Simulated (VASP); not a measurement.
# NaF (Fm-3m) in VASP: elastic constants with PBEsol

Aim: the elastic constants of NaF with PBEsol.

Everything below comes from runs of VASP 6.6.1. Logs are shortened: lines on timing, memory, paths and dates and some standing lists are left out, and cuts for length are marked.

## 1. The cell of the first run

The structure is cubic, space group Fm-3m (No. 225). Conventional cell: a = 4.630 Å, b = 4.630 Å, c = 4.630 Å, α = 90.00°, β = 90.00°, γ = 90.00°. Within 3.1 Å of Na (site symmetry m-3m) lie 6 F at 2.32 Å. F (site symmetry m-3m) has 6 Na at 2.32 Å within 3.1 Å.

## 2. Elastic constants, PBEsol

The input, INCAR:

```
SYSTEM = NaF
PREC = Accurate ; ENCUT = 600
EDIFF = 1E-8 ; ISMEAR = 0
SIGMA = 0.01 ; LREAL = .False.
LASPH = .True. ; NELM = 60
ALGO = Normal ; ISIF = 3
LWAVE = .False. ; LCHARG = .False.
GGA = PS ; NBANDS = 14
IBRION = 6 ; NFREE = 2
POTIM = 0.015 ; NSW = 1
```

The input, KPOINTS:

```
Automatic mesh
0
Gamma
  8 8 8
  0 0 0
```

The input, POSCAR:

```
NaF
1.0
    2.3150961496      2.3150961496      0.0000000000
   -2.3150961496      2.3150961496      0.0000000000
    0.0000000000      2.3150961496      2.3150961496
Na F
1 1
Direct
    0.0000000000      0.0000000000      0.0000000000
    0.5000000000      0.5000000000      0.0000000000
```

Potentials or basis: VASP PAW PBE potentials, release 64 (Na_pv, F).

Run with:

```sh
> cat potpaw_PBE.64/Na_pv/POTCAR potpaw_PBE.64/F/POTCAR > POTCAR
> mpirun -np 1 vasp_std > vasp.out
```

OUTCAR:

```text
SYSTEM = NaF
   PREC = Accurate
   ENCUT = 600
   EDIFF = 1E-8
   ISMEAR = 0
   LREAL = .False.
   LASPH = .True.
   NELM = 60
   ISIF = 3
   GGA = PS
   IBRION = 6
   NFREE = 2
   POTIM = 0.015
   NSW = 1

 ion  position               nearest neighbor table
   1  0.000  0.000  0.000-   2 2.32   2 2.32   2 2.32   2 2.32   2 2.32   2 2.32
   2  0.500  0.500  0.000-   1 2.32   1 2.32   1 2.32   1 2.32   1 2.32   1 2.32

  LATTYP: Found a face centered cubic cell.
 ALAT       =     4.6301922992

  Lattice vectors:

 A1 = (   0.0000000000,   2.3150961496,   2.3150961496)
 A2 = (   2.3150961496,   0.0000000000,   2.3150961496)
 A3 = (   2.3150961496,   2.3150961496,   0.0000000000)

Analysis of symmetry for initial positions (statically):
=====================================================================
 Subroutine PRICEL returns:
 Original cell was already a primitive cell.

 Routine SETGRP: Setting up the symmetry group for a
 face centered cubic supercell.

 Subroutine GETGRP returns: Found 48 space group operations
 (whereof 48 operations were pure point group operations)
 out of a pool of 48 trial point group operations.

The static configuration has the point symmetry O_h .

Analysis of symmetry for dynamics (positions and initial velocities):
=====================================================================
 Subroutine PRICEL returns:
 Original cell was already a primitive cell.

 Routine SETGRP: Setting up the symmetry group for a
 face centered cubic supercell.

 Subroutine GETGRP returns: Found 48 space group operations
 (whereof 48 operations were pure point group operations)
 out of a pool of 48 trial point group operations.

The dynamic configuration has the point symmetry O_h .

 Subroutine INISYM returns: Found 48 space group operations
 (whereof 48 operations are pure point group operations),
 and found     1 'primitive' translations

----------------------------------------------------------------------------------------

                                     Primitive cell

  volume of cell :      24.8163

  direct lattice vectors                    reciprocal lattice vectors
     2.315096150  2.315096150  0.000000000     0.215973751  0.215973751 -0.215973751
    -2.315096150  2.315096150  0.000000000    -0.215973751  0.215973751 -0.215973751
     0.000000000  2.315096150  2.315096150     0.000000000  0.000000000  0.431947503

  length of vectors
     3.274040373  3.274040373  3.274040373     0.374077510  0.374077510  0.431947503

  position of ions in fractional coordinates (direct lattice)
     0.000000000  0.000000000  0.000000000
     0.500000000  0.500000000  0.000000000

  ion indices of the primitive-cell ions
   primitive index   ion index
                 1           1
                 2           2

----------------------------------------------------------------------------------------

 KPOINTS: Automatic mesh

Automatic generation of k-mesh.
 Grid dimensions read from file:
 generate k-points for:    8    8    8

 Generating k-lattice:

  Cartesian coordinates                     Fractional coordinates (reciprocal lattice)
     0.026996719  0.026996719 -0.026996719     0.125000000  0.000000000  0.000000000
    -0.026996719  0.026996719 -0.026996719     0.000000000  0.125000000  0.000000000
     0.000000000  0.000000000  0.053993438     0.000000000  0.000000000  0.125000000

  Length of vectors
     0.046759689  0.046759689  0.053993438

  Shift w.r.t. Gamma in fractional coordinates (k-lattice)
     0.000000000  0.000000000  0.000000000

 Subroutine IBZKPT returns following result:
 ===========================================

 Found     29 irreducible k-points:

 Following reciprocal coordinates:
            Coordinates               Weight
  0.000000  0.000000  0.000000      1.000000
  0.125000  0.000000  0.000000      8.000000
  0.250000  0.000000  0.000000      8.000000
  0.375000  0.000000  0.000000      8.000000
  0.500000  0.000000  0.000000      4.000000
  0.125000  0.125000  0.000000     12.000000
[... 16 lines left out ...]
  0.375000  0.250000  0.125000     48.000000
  0.500000  0.250000  0.125000     24.000000
 [... further k-points ...]
   k-points           NKPTS =     29   k-points in BZ     NKDIM =     29   number of bands    NBANDS=     14
   number of dos      NEDOS =    301   number of ions     NIONS =      2
[... 44 lines left out ...]
   IVDW    =     0    specifies the selected vdW correction
   LEPSILON=     F    determine dielectric tensor
   LRPA    =     F    only Hartree local field effects (RPA)
 finite differences with symmetry
 non-spin polarized calculation
 Gauss-broadening in eV      SIGMA  =   0.01
  energy-cutoff  :      600.00
  volume of cell :       24.82
 maximum number of plane-waves:       869
 NGX is ok and might be reduce to    28
   NGX = 13   NGY = 13   NGZ = 13

--------------------------------------- Ionic step        1  -------------------------------------------

 number of electron      14.0000006 magnetization

 Free energy of the ion-electron system (eV)
  ---------------------------------------------------
  ext. energy  EPLUGINS =         0.00000000
  ---------------------------------------------------
  free energy    TOTEN  =        -8.77056297 eV

  energy without entropy =       -8.77056297  energy(sigma->0) =       -8.77056297

------------------------ aborting loop because EDIFF is reached ----------------------------------------

  FORCE on cell =-STRESS in cart. coord.  units (eV):
  Direction    XX          YY          ZZ          XY          YZ          ZX
  --------------------------------------------------------------------------------------
  -------------------------------------------------------------------------------------
  Total       -0.0219301     -0.0219301     -0.0219301     -0.0000000     -0.0000000      0.0000000
  in kB       -1.4158416     -1.4158416     -1.4158416     -0.0000000     -0.0000000      0.0000000
  external PRESSURE =      -1.4158416 kB  Pullay stress =       0.0000000 kB
[... 89 lines left out ...]
  FREE ENERGIE OF THE ION-ELECTRON SYSTEM (eV)
  ---------------------------------------------------
  free  energy   TOTEN  =        -8.7689779062 eV

  energy  without entropy=       -8.7689779062  energy(sigma->0) =       -8.76897791

[... ionic steps 4 to 14 ...]

--------------------------------------- Ionic step       15  -------------------------------------------

 number of electron      14.0000004 magnetization

------------------------ aborting loop because EDIFF is reached ----------------------------------------
[... 67 lines left out ...]
--------------------------------------- Ionic step       17  -------------------------------------------

 number of electron      14.0000006 magnetization

 Free energy of the ion-electron system (eV)
  ---------------------------------------------------
  ext. energy  EPLUGINS =         0.00000000
  ---------------------------------------------------
  free energy    TOTEN  =        -8.77030758 eV

  energy without entropy =       -8.77030758  energy(sigma->0) =       -8.77030758

 E-fermi :  -2.0498     XC(G=0):  -9.3458

 val. band max:       -2.1684330227   @ k =   0.0000   0.0000   0.0000
 cond. band min:       4.0070836643   @ k =   0.0000   0.0000   0.0000
 fundamental gap:      6.1755166870
 Fermi energy:        -2.0498382606

 k-point     1 :       0.0000    0.0000    0.0000
  band No.  band energies     occupation
      1     -21.2306      2.00000
      2     -20.9286      2.00000
      3     -20.9286      2.00000
      4     -20.9280      2.00000
      5      -2.1684      2.00000
      6      -2.1684      2.00000
      7      -2.1684      2.00000
      8       4.0071      0.00000
      9      16.6946      0.00000
     10      16.6949      0.00000
     11      16.6949      0.00000
     12      19.3837      0.00000
     13      21.7729      0.00000
     14      21.7730      0.00000
[... 377 lines left out ...]
      1     -21.6709      2.00000
      2     -20.9853      2.00000
      3     -20.9608      2.00000
      4     -20.3170      2.00000
      5      -3.5050      2.00000
      6      -2.7579      2.00000
      7      -2.5111      2.00000
      8       9.4619      0.00000
      9      10.4207      0.00000
     10      14.8734      0.00000
     11      16.7120      0.00000
     12      19.9020      0.00000
     13      20.9678      0.00000
     14      25.7755      0.00000

 [... further k-points ...]

------------------------ aborting loop because EDIFF is reached ----------------------------------------

  FORCE on cell =-STRESS in cart. coord.  units (eV):
  Direction    XX          YY          ZZ          XY          YZ          ZX
  --------------------------------------------------------------------------------------
  -------------------------------------------------------------------------------------
  Total       -0.0176780     -0.0216055     -0.0216055      0.0000000      0.0000000      0.0000000
  in kB       -1.1413200     -1.3948809     -1.3948809      0.0000000      0.0000000      0.0000000
  external PRESSURE =      -1.3103606 kB  Pullay stress =       0.0000000 kB
[... 17 lines left out ...]
  FREE ENERGIE OF THE ION-ELECTRON SYSTEM (eV)
  ---------------------------------------------------
  free  energy   TOTEN  =        -8.7703075764 eV

  energy  without entropy=       -8.7703075764  energy(sigma->0) =       -8.77030758

 INTERNAL STRAIN TENSORS FROM STRAINED CELLS
 ============================================

 INTERNAL STRAIN TENSOR FOR ION    1 for displacements in x,y,z  (eV/Angst):
          X           Y           Z          XY          YZ          ZX
  --------------------------------------------------------------------------------
  x     0.00000     0.00000     0.00000     0.00000     0.00000    -0.00000
  y    -0.00000     0.00000     0.00000     0.00000    -0.00000     0.00000
  z     0.00000     0.00000     0.00000     0.00000     0.00000     0.00000

 INTERNAL STRAIN TENSORS FROM DISPLACED ATOMS
 ============================================

 INTERNAL STRAIN TENSOR FOR ION    1 for displacements in x,y,z  (eV/Angst):
          X           Y           Z          XY          YZ          ZX
  --------------------------------------------------------------------------------
  x     0.00000     0.00000     0.00000     0.00000     0.00000     0.00000
  y     0.00000     0.00000     0.00000     0.00000     0.00000     0.00000
  z     0.00000     0.00000     0.00000     0.00000     0.00000     0.00000

 INTERNAL STRAIN TENSOR FOR ION    2 for displacements in x,y,z  (eV/Angst):
          X           Y           Z          XY          YZ          ZX
  --------------------------------------------------------------------------------
  x     0.00000     0.00000     0.00000     0.00000     0.00000     0.00000
  y     0.00000     0.00000     0.00000     0.00000     0.00000     0.00000
  z     0.00000     0.00000     0.00000     0.00000     0.00000     0.00000

 Eigenvectors and eigenvalues of the dynamical matrix
 ----------------------------------------------------

   1 f  =    7.328631 THz    46.047149 2PiTHz  244.456827 cm-1    30.308770 meV
             X         Y         Z           dx          dy          dz
      0.000000  0.000000  0.000000    -0.673345   -0.000000    0.000000
      0.000000  2.315096  0.000000     0.739328    0.000000    0.000000
[... 21 lines left out ...]
   6 f/i=    0.006856 THz     0.043076 2PiTHz    0.228683 cm-1     0.028353 meV
             X         Y         Z           dx          dy          dz
      0.000000  0.000000  0.000000    -0.000000   -0.522784   -0.522784
      0.000000  2.315096  0.000000    -0.000000   -0.476127   -0.476127

--------------------------------------------------------------------------------------------------------

 ELASTIC MODULI CONTR FROM IONIC RELAXATION (kBar)
 Direction    XX          YY          ZZ          XY          YZ          ZX
 --------------------------------------------------------------------------------
 XX           0.0000      0.0000      0.0000      0.0000      0.0000      0.0000
 YY           0.0000      0.0000      0.0000      0.0000      0.0000      0.0000
 ZZ           0.0000      0.0000      0.0000      0.0000      0.0000      0.0000
 XY           0.0000      0.0000      0.0000      0.0000      0.0000      0.0000
 YZ           0.0000      0.0000      0.0000      0.0000      0.0000      0.0000
 ZX           0.0000      0.0000      0.0000      0.0000      0.0000      0.0000
 --------------------------------------------------------------------------------

 TOTAL ELASTIC MODULI (kBar)
 Direction    XX          YY          ZZ          XY          YZ          ZX
 --------------------------------------------------------------------------------
 XX        1028.3417    209.9478    209.9478      0.0000      0.0000      0.0000
 YY         209.9478   1028.3417    209.9478     -0.0000      0.0000      0.0000
 ZZ         209.9478    209.9478   1028.3417      0.0000     -0.0000      0.0000
 XY           0.0000     -0.0000      0.0000    266.1290      0.0000      0.0000
 YZ           0.0000      0.0000     -0.0000      0.0000    266.1290      0.0000
 ZX           0.0000      0.0000      0.0000      0.0000      0.0000    266.1290
 --------------------------------------------------------------------------------
```

It took 12 min on 1 thread of Intel Xeon 8259CL, shared host; peak memory 0.23 GiB.

Results:

```
Elastic constants C11, C12, C44                         : 103, 21, 27 GPa
Voigt bulk modulus                                      : 48 GPa
Highest phonon frequency at Γ, LO-TO splitting left out : 244 cm⁻¹
```

Phonon frequencies in cm⁻¹ (negative: imaginary):
```csv
q point,frequencies
"(0.000, 0.000, 0.000)",0 0 0 244 244 244
```

Elastic tensor in Voigt notation (GPa, in the Cartesian axes of the cell as first typed):
```
103  21  21   0   0   0
 21 103  21   0   0   0
 21  21 103   0   0   0
  0   0   0  27   0   0
  0   0   0   0  27   0
  0   0   0   0   0  27
```

Clamped-ion elastic tensor (GPa):
```
103  21  21   0   0   0
 21 103  21   0   0   0
 21  21 103   0   0   0
  0   0   0  27   0   0
  0   0   0   0  27   0
  0   0   0   0   0  27
```

Caveat: the PAW data sets were made with another functional, which shifts forces and pressure a little.
